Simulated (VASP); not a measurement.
# Si (Fm-3m) in VASP: a series of runs

The runs below take Si through single point, relaxation of cell and atoms, with PBE.

Program: VASP 6.6.1. These are calculated values, not measurements. Logs are shortened: lines on timing, memory, paths and dates and some standing lists are left out, and cuts for length are marked.

### Step 1. The cell of the first run

The structure is cubic, space group Fm-3m (No. 225). The conventional cell has a = 3.869 Å, b = 3.869 Å, c = 3.869 Å, α = 90.00°, β = 90.00°, γ = 90.00°. Si (site symmetry m-3m) has 12 Si at 2.74 Å within 3.6 Å.

This isn't the form of Si at room conditions, which is diamond.

### Step 2. Single point, PBE

The input, INCAR:

```
SYSTEM = Si
  PREC = Accurate
  ENCUT = 520
  EDIFF = 1E-7
  ISMEAR = -1
  SIGMA = 0.15
  LREAL = .FALSE.
  LASPH = .TRUE.
  NELM = 80
  ALGO = Normal
  ISIF = 2
  LWAVE = .FALSE.
  LCHARG = .FALSE.
  GGA = PE
  NBANDS = 8
```

The input, KPOINTS:

```
regular mesh
0
G
  22 22 22
  0 0 0
```

The input, POSCAR:

```
Si
1.0
    0.0000000000      1.9346755003      1.9346755003
    1.9346755003      0.0000000000      1.9346755003
    1.9346755003      1.9346755003      0.0000000000
Si
1
Direct
    0.0000000000      0.0000000000      0.0000000000
```

Potentials or basis: VASP PAW PBE potentials, release 64 (Si).

The run is started by

```sh
> cat potpaw_PBE.64/Si/POTCAR > POTCAR
> mpirun -np 1 vasp_std > vasp.out
```

OUTCAR:

```text
SYSTEM = Si
   PREC = Accurate
   ENCUT = 520
   EDIFF = 1E-7
   ISMEAR = -1
   LREAL = .FALSE.
   LASPH = .TRUE.
   NELM = 80
   ISIF = 2
   GGA = PE

 ion  position               nearest neighbor table
   1  0.000  0.000  0.000-

  LATTYP: Found a face centered cubic cell.
 ALAT       =     3.8693510006

  Lattice vectors:

 A1 = (   0.0000000000,   1.9346755003,   1.9346755003)
 A2 = (   1.9346755003,   0.0000000000,   1.9346755003)
 A3 = (   1.9346755003,   1.9346755003,   0.0000000000)

Analysis of symmetry for initial positions (statically):
=====================================================================
 Subroutine PRICEL returns:
 Original cell was already a primitive cell.

 Routine SETGRP: Setting up the symmetry group for a
 face centered cubic supercell.

 Subroutine GETGRP returns: Found 48 space group operations
 (whereof 48 operations were pure point group operations)
 out of a pool of 48 trial point group operations.

The static configuration has the point symmetry O_h .

Analysis of symmetry for dynamics (positions and initial velocities):
=====================================================================
 Subroutine PRICEL returns:
 Original cell was already a primitive cell.

 Routine SETGRP: Setting up the symmetry group for a
 face centered cubic supercell.

 Subroutine GETGRP returns: Found 48 space group operations
 (whereof 48 operations were pure point group operations)
 out of a pool of 48 trial point group operations.

The dynamic configuration has the point symmetry O_h .

 Subroutine INISYM returns: Found 48 space group operations
 (whereof 48 operations are pure point group operations),
 and found     1 'primitive' translations

----------------------------------------------------------------------------------------

                                     Primitive cell

  volume of cell :      14.4829

  direct lattice vectors                    reciprocal lattice vectors
     0.000000000  1.934675500  1.934675500    -0.258441273  0.258441273  0.258441273
     1.934675500  0.000000000  1.934675500     0.258441273 -0.258441273  0.258441273
     1.934675500  1.934675500  0.000000000     0.258441273  0.258441273 -0.258441273

  length of vectors
     2.736044331  2.736044331  2.736044331     0.447633416  0.447633416  0.447633416

  position of ions in fractional coordinates (direct lattice)
     0.000000000  0.000000000  0.000000000

  ion indices of the primitive-cell ions
   primitive index   ion index
                 1           1

----------------------------------------------------------------------------------------

 KPOINTS: regular mesh

Automatic generation of k-mesh.
 Grid dimensions read from file:
 generate k-points for:   22   22   22

 Generating k-lattice:

  Cartesian coordinates                     Fractional coordinates (reciprocal lattice)
    -0.011747331  0.011747331  0.011747331     0.045454545  0.000000000  0.000000000
     0.011747331 -0.011747331  0.011747331     0.000000000  0.045454545  0.000000000
     0.011747331  0.011747331 -0.011747331     0.000000000  0.000000000  0.045454545

  Length of vectors
     0.020346973  0.020346973  0.020346973

  Shift w.r.t. Gamma in fractional coordinates (k-lattice)
     0.000000000  0.000000000  0.000000000

 Subroutine IBZKPT returns following result:
 ===========================================

 Found    328 irreducible k-points:

 Following reciprocal coordinates:
            Coordinates               Weight
  0.000000  0.000000  0.000000      1.000000
  0.045455  0.000000  0.000000      8.000000
  0.090909  0.000000  0.000000      8.000000
  0.136364  0.000000  0.000000      8.000000
  0.181818  0.000000  0.000000      8.000000
  0.227273  0.000000  0.000000      8.000000
[... 16 lines left out ...]
  0.500000  0.045455  0.000000     24.000000
 -0.454545  0.045455  0.000000     24.000000
 [... further k-points ...]
   k-points           NKPTS =    328   k-points in BZ     NKDIM =    328   number of bands    NBANDS=      8
   number of dos      NEDOS =    301   number of ions     NIONS =      1
   total plane-waves  NPLWV =   8000
   dimension x,y,z NGX =    20 NGY =   20 NGZ =   20
   dimension x,y,z NGXF=    40 NGYF=   40 NGZF=   40
   ions per type =               1
   NGX,Y,Z   is equivalent  to a cutoff of  12.15, 12.15, 12.15 a.u.
   NGXF,Y,Z  is equivalent  to a cutoff of  24.30, 24.30, 24.30 a.u.
 SYSTEM =  Si
   PREC   = accura    normal or accurate (medium, high low for compatibility)
   ISTART =      0    job   : 0-new  1-cont  2-samecut
   ICHARG =      2    charge: 1-file 2-atom 10-const
   ISPIN  =      1    spin polarized calculation?
   LNONCOLLINEAR =      F non collinear calculations
   LSORBIT =      F    spin-orbit coupling
   LASPH  =      T    aspherical Exc in radial PAW
   ENCUT  =  520.0 eV  38.22 Ry    6.18 a.u.   5.09  5.09  5.09*2*pi/ulx,y,z
   NELM   =     80;   NELMIN=  2; NELMDL= -5     # of ELM steps
   EDIFF  = 0.1E-06   stopping-criterion for ELM
   LREAL  =      F    real-space projection
   EDIFFG = 0.1E-05   stopping-criterion for IOM
   NSW    =      0    number of steps for IOM
   IBRION =     -1    ionic relax: 0-MD 1-quasi-New 2-CG
   NFREE  =      0    steps in history (QN), initial steepest desc. (CG)
   ISIF   =      2    stress and relaxation
   ISYM   =      2    0-nonsym 1-usesym 2-fastsym
   POTIM  = 0.5000    time-step for ionic-motion
   TEBEG  =    0.0;   TEEND  =   0.0 temperature during run
   PSTRESS=    0.0 pullay stress
   NELECT =       4.0000    total number of electrons
   NUPDOWN=      -1.0000    fix difference up-down
   EMIN   =  10.00;   EMAX   =-10.00  energy-range for DOS
   EFERMI =   0.00;   METHOD = LEGACY
   ISMEAR =    -1;   SIGMA  =   0.15  broadening in eV -4-tet -1-fermi 0-gaus
   EFERMI_NEDOS =   21; number of points for ismear=-14 and -15
   IALGO  =     38    algorithm
   IMIX   =      4    mixing-type and parameters
     AMIX     =   0.40;   BMIX     =  1.00
     AMIX_MAG =   1.60;   BMIX_MAG =  1.00
  volume/ion in A,a.u.               =      14.48        97.74
  Fermi-wavevector in a.u.,A,eV,Ry     =   1.066130  2.014693 15.464824  1.136632
  Thomas-Fermi vector in A             =   2.201704
   LORBIT       =      0    0 simple, 1 ext, 2 COOP (PROOUT), +10 PAW based schemes
   GGA     = PE    functional components
   LHFCALC =     F    Hartree Fock is set to
   AEXX    =    0.0000 exact exchange contribution
   IVDW    =     0    specifies the selected vdW correction
   LEPSILON=     F    determine dielectric tensor
   LRPA    =     F    only Hartree local field effects (RPA)
 non-spin polarized calculation
  energy-cutoff  :      520.00
  volume of cell :       14.48
 maximum number of plane-waves:       398
   NGX = 11   NGY = 11   NGZ = 11

 number of electron       4.0000000 magnetization

 Free energy of the ion-electron system (eV)
  ---------------------------------------------------
  ext. energy  EPLUGINS =         0.00000000
  ---------------------------------------------------
  free energy    TOTEN  =        -4.90367341 eV

  energy without entropy =       -4.87137812  energy(sigma->0) =       -4.88752577

 E-fermi :  10.1644     XC(G=0): -11.1915

 val. band max:       10.1449633863   @ k =  -0.3182   0.2727   0.0455
 cond. band min:      10.1733073529   @ k =   0.3182   0.0909   0.0000
 fundamental gap:      0.0283439666
 Fermi energy:        10.1644245076

 k-point     1 :       0.0000    0.0000    0.0000
  band No.  band energies     occupation
      1      -4.2873      2.00000
      2      21.2866      0.00000
      3      21.2866      0.00000
      4      21.2866      0.00000
      5      22.0831      0.00000
      6      22.0831      0.00000
      7      22.0831      0.00000
      8      27.4173      0.00000

 k-point     2 :       0.0455    0.0000    0.0000
  band No.  band energies     occupation
      1      -4.2272      2.00000
      2      19.9926      0.00000
      3      20.8878      0.00000
      4      20.8878      0.00000
      5      22.5576      0.00000
      6      22.5576      0.00000
      7      22.8467      0.00000
      8      27.9195      0.00000

 k-point     3 :       0.0909    0.0000    0.0000
  band No.  band energies     occupation
      1      -4.0468      2.00000
      2      18.1370      0.00000
      3      20.3282      0.00000
      4      20.3282      0.00000
      5      23.3054      0.00000
      6      23.3209      0.00000
      7      23.3209      0.00000
      8      27.9074      0.00000

 k-point     4 :       0.1364    0.0000    0.0000
  band No.  band energies     occupation
      1      -3.7465      2.00000
      2      16.1955      0.00000
      3      19.8324      0.00000
      4      19.8324      0.00000
      5      23.4081      0.00000
      6      24.0342      0.00000
      7      24.0342      0.00000
      8      27.2302      0.00000

 k-point     5 :       0.1818    0.0000    0.0000
  band No.  band energies     occupation
      1      -3.3270      2.00000
      2      14.2622      0.00000
      3      19.4243      0.00000
      4      19.4243      0.00000
      5      23.3670      0.00000
      6      24.3133      0.00000
      7      24.3133      0.00000
      8      27.0651      0.00000
[... 177 lines left out ...]
 k-point    22 :       0.4545    0.0455    0.0000
  band No.  band energies     occupation
      1       1.2915      2.00000
      2       4.7636      2.00000
      3      18.0668      0.00000
      4      18.3417      0.00000
      5      20.6967      0.00000
      6      21.9119      0.00000
      7      23.8471      0.00000
      8      26.7231      0.00000

 k-point    23 :       0.5000    0.0455    0.0000
  band No.  band energies     occupation
      1       2.3985      2.00000
      2       3.4771      2.00000
      3      18.0704      0.00000
      4      18.2727      0.00000
      5      20.8004      0.00000
      6      21.5440      0.00000
      7      23.8642      0.00000
      8      26.5378      0.00000

 k-point    24 :      -0.4545    0.0455    0.0000
  band No.  band energies     occupation
      1       2.0415      2.00000
      2       3.8700      2.00000
      3      17.8253      0.00000
      4      18.5314      0.00000
      5      21.0813      0.00000
      6      21.3242      0.00000
      7      23.8235      0.00000
      8      26.6041      0.00000

 [... further k-points ...]

------------------------ aborting loop because EDIFF is reached ----------------------------------------

  FORCE on cell =-STRESS in cart. coord.  units (eV):
  Direction    XX          YY          ZZ          XY          YZ          ZX
  --------------------------------------------------------------------------------------
  -------------------------------------------------------------------------------------
  Total       -0.0023239     -0.0023239     -0.0023239      0.0000000      0.0000000      0.0000000
  in kB       -0.2570814     -0.2570814     -0.2570814      0.0000000      0.0000000      0.0000000
  external PRESSURE =      -0.2570814 kB  Pullay stress =       0.0000000 kB

 VOLUME and BASIS-vectors are now :
 -----------------------------------------------------------------------------
  energy-cutoff  :      520.00
  volume of cell :       14.48
      direct lattice vectors                 reciprocal lattice vectors
     0.000000000  1.934675500  1.934675500    -0.258441273  0.258441273  0.258441273
     1.934675500  0.000000000  1.934675500     0.258441273 -0.258441273  0.258441273
     1.934675500  1.934675500  0.000000000     0.258441273  0.258441273 -0.258441273

 POSITION                                       TOTAL-FORCE (eV/Angst)
 -----------------------------------------------------------------------------------
      0.00000      0.00000      0.00000        -0.000000      0.000000     -0.000000
 -----------------------------------------------------------------------------------
    total drift:                                0.000000      0.000000     -0.000000

  FREE ENERGIE OF THE ION-ELECTRON SYSTEM (eV)
  ---------------------------------------------------
  free  energy   TOTEN  =        -4.9036734091 eV

  energy  without entropy=       -4.8713781227  energy(sigma->0) =       -4.88752577
```

Run time: 11 s. Hardware: 1 thread of Intel Xeon 6975P-C (Granite Rapids), shared host; peak memory 0.14 GiB.

What came out:

| Quantity | Value |
| --- | --- |
| Free energy | -4.9037 eV |
| Pressure | 0.0 GPa |
| Band gap on the k mesh | zero (bands 2 and 3 overlap by 14.11 eV) |

### Step 3. Relaxation of cell and atoms, PBE

This run uses another cell than the first one, of 9.31 Å³/atom.

The input, INCAR:

```
PREC = Accurate ; ENCUT = 600
EDIFF = 1E-6 ; ISMEAR = -1
SIGMA = 0.15 ; LREAL = False
LASPH = True ; NELM = 80
ALGO = Normal ; ISIF = 3
LWAVE = False ; LCHARG = False
GGA = PE ; IBRION = 2
NSW = 80 ; EDIFFG = -0.01
```

The input, KPOINTS:

```
regular mesh
0
Gamma
  22 22 22
```

The input, POSCAR:

```
Si
1.0
    0.0000000000      1.6700000000      1.6700000000
    1.6700000000      0.0000000000      1.6700000000
    1.6700000000      1.6700000000      0.0000000000
Si
1
Direct
    0.0000000000      0.0000000000      0.0000000000
```

Potentials or basis: VASP PAW PBE potentials, release 64 (Si).

The run is started by

```sh
> cat potpaw_PBE.64/Si/POTCAR > POTCAR
> mpirun -np 1 vasp_std > vasp.out
```

OUTCAR:

```text
PREC = Accurate
   ENCUT = 600
   EDIFF = 1E-6
   ISMEAR = -1
   LREAL = False
   LASPH = True
   NELM = 80
   ISIF = 3
   GGA = PE
   IBRION = 2
   NSW = 80
   EDIFFG = -0.01

 ion  position               nearest neighbor table
   1  0.000  0.000  0.000-

  LATTYP: Found a face centered cubic cell.
 ALAT       =     3.3400000000

  Lattice vectors:

 A1 = (   0.0000000000,   1.6700000000,   1.6700000000)
 A2 = (   1.6700000000,   0.0000000000,   1.6700000000)
 A3 = (   1.6700000000,   1.6700000000,   0.0000000000)

Analysis of symmetry for initial positions (statically):
=====================================================================
 Subroutine PRICEL returns:
 Original cell was already a primitive cell.

 Routine SETGRP: Setting up the symmetry group for a
 face centered cubic supercell.

 Subroutine GETGRP returns: Found 48 space group operations
 (whereof 48 operations were pure point group operations)
 out of a pool of 48 trial point group operations.

[... 201 lines left out ...]
 fundamental gap:      0.0061244126
 Fermi energy:         6.9693316847

 k-point     1 :       0.0000    0.0000    0.0000
  band No.  band energies     occupation
      1      -5.2129      2.00000
      2      15.2736      0.00000
      3      15.2736      0.00000
      4      17.9661      0.00000
      5      17.9661      0.00000
      6      17.9661      0.00000
[... 311 lines left out ...]
--------------------------------------- Ionic step        5  -------------------------------------------

 number of electron       4.0000000 magnetization

 Free energy of the ion-electron system (eV)
  ---------------------------------------------------
  ext. energy  EPLUGINS =         0.00000000
  ---------------------------------------------------
  free energy    TOTEN  =        -4.90309502 eV

  energy without entropy =       -4.87080530  energy(sigma->0) =       -4.88695016

 E-fermi :  10.1673     XC(G=0): -11.1924

 val. band max:       10.1479612297   @ k =  -0.3182   0.2727   0.0455
 cond. band min:      10.1761163639   @ k =   0.3182   0.0909   0.0000
 fundamental gap:      0.0281551342
 Fermi energy:        10.1672923131

 k-point     1 :       0.0000    0.0000    0.0000
  band No.  band energies     occupation
      1      -4.2865      2.00000
      2      21.2919      0.00000
      3      21.2919      0.00000
      4      22.0870      0.00000
      5      22.0870      0.00000
      6      22.0870      0.00000
[... 235 lines left out ...]
  FREE ENERGIE OF THE ION-ELECTRON SYSTEM (eV)
  ---------------------------------------------------
  free  energy   TOTEN  =        -4.9030950168 eV

  energy  without entropy=       -4.8708052955  energy(sigma->0) =       -4.88695016

 reached required accuracy - stopping structural energy minimisation
```

OSZICAR:

```text
N       E                     dE             d eps       ncg     rms          rms(c)
DAV:   1     0.189304982883E+00    0.18930E+00   -0.23040E+03  4566   0.611E+02
DAV:   2    -0.390159445967E+01   -0.40909E+01   -0.38179E+01  5484   0.509E+01
[... 33 lines left out ...]
   4 F= -.49030227E+01 E0= -.48868241E+01  d E =-.102601E+01
       N       E                     dE             d eps       ncg     rms          rms(c)
DAV:   1    -0.490313033433E+01   -0.10724E-03   -0.20563E-03  4176   0.242E-01    0.399E-02
DAV:   2    -0.490310756407E+01    0.22770E-04   -0.12338E-05  4830   0.341E-02    0.223E-02
DAV:   3    -0.490309497798E+01    0.12586E-04   -0.14728E-05  4272   0.218E-02    0.736E-03
DAV:   4    -0.490309501683E+01   -0.38849E-07   -0.37396E-08  2106   0.230E-03
   5 F= -.49030950E+01 E0= -.48869502E+01  d E =-.722733E-04
```

CONTCAR:

```text
Si
   1.00000000000000
    -0.0000000000000000    1.9345354204437386    1.9345354204437388
     1.9345354204437388   -0.0000000000000000    1.9345354204437388
     1.9345354204437388    1.9345354204437386   -0.0000000000000001
  Si
     1
Direct
     0.0000000000000000    0.0000000000000000    1.0000000000000000

  0.00000000E+00  0.00000000E+00  0.00000000E+00
```

Run time: 21 s. Hardware: 1 thread of Intel Xeon 6975P-C (Granite Rapids), shared host; peak memory 0.14 GiB.

Results:

```
Free energy                           : -4.9031 eV
Relaxed volume                        : 14.48 Å³/atom
Relaxed cell                          : a = 2.736 Å, b = 2.736 Å, c = 2.736 Å, α = 60.00°, β = 60.00°, γ = 60.00°
Space group after relaxing (to 0.1 Å) : Fm-3m (No. 225)
Energy gained by relaxing             : 1026.1 meV/atom
Ionic steps                           : 5
Pressure after relaxing               : 0.0 GPa
Band gap on the k mesh                : zero (bands 2 and 3 overlap by 14.11 eV)
```

The path:
```
step  energy change (eV)  largest force (eV/Å)  pressure (GPa)  volume (Å³)
   1              0.0000                0.0000           94.61         9.31
   2             -0.8097                0.0000          -12.58        18.87
   3             -1.0256                0.0000            0.97        14.31
   4             -1.0260                0.0000           -0.36        14.54
   5             -1.0261                0.0000           -0.01        14.48
```

Final structure:
```
CELL_PARAMETERS angstrom
0.00000 1.93454 1.93454
1.93454 0.00000 1.93454
1.93454 1.93454 0.00000
ATOMIC_POSITIONS crystal
Si 0.00000 0.00000 0.00000
```

Levels at points of the mesh, in eV from the Fermi level:
```tsv
k point	band 1	band 2	band 3	band 4	band 5	band 6
(0.00, 0.00, 0.00)	-14.45	11.12	11.12	11.92	11.92	11.92
(0.50, 0.00, 0.00)	-7.62	-6.95	8.55	8.55	10.84	10.84
(0.50, 0.50, 0.00)	-5.36	-4.52	3.18	3.18	4.40	6.79
```

Caveat: the volume moved by over 15 % at a fixed basis, so the end points are rough.

The gap in the log of VASP goes by the Fermi energy; the results here count the filled bands.